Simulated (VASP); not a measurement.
Runs of VASP 6.6.1 on SrTe. Symmetry: Fm-3m, No. 225, cubic system. The conventional cell has a = 6.706 Å, b = 6.706 Å, c = 6.706 Å, α = 90.00°, β = 90.00°, γ = 90.00°. Within 4.4 Å of Sr (site symmetry m-3m) lie 6 Te at 3.35 Å. Te (site symmetry m-3m) has 6 Sr at 3.35 Å within 4.4 Å. 

| level | potentials or basis | k mesh | cutoff (eV) | gap on the mesh (eV) | pressure (GPa) |
| --- | --- | --- | --- | --- | --- |
| PBE | VASP PAW PBE potentials, release 64 (Sr_sv, Te) | 6 × 6 × 6 | 500 | 1.75 | 0.3 |
| r2SCAN | VASP PAW PBE potentials, release 64 (Sr_sv, Te) | 4 × 4 × 4 | 550 | 2.14 | (a) |
| LDA | VASP PAW LDA potentials, release 64 (Sr_sv, Te) | 4 × 4 × 4 | 500 | 1.61 | (b) |
| PBE | VASP PAW PBE potentials, release 64 (Sr_sv, Te) | 4 × 4 × 4 | 500 | 1.74 | (c) |

Alike in all rows: task single point; no spin polarisation; cell as given; smearing gaussian 0.01 eV.

Problem. Fill in the values left out.

Solution. (a) 0.2; (b) -2.5; (c) 0.4.

Caveats: spin-orbit coupling is left out, which moves the levels of the heavy elements; the PAW data sets were made with another functional, which shifts forces and pressure a little (some runs).

A k mesh can miss the band edges, and the runs leave out spin-orbit coupling on Sr, Te.
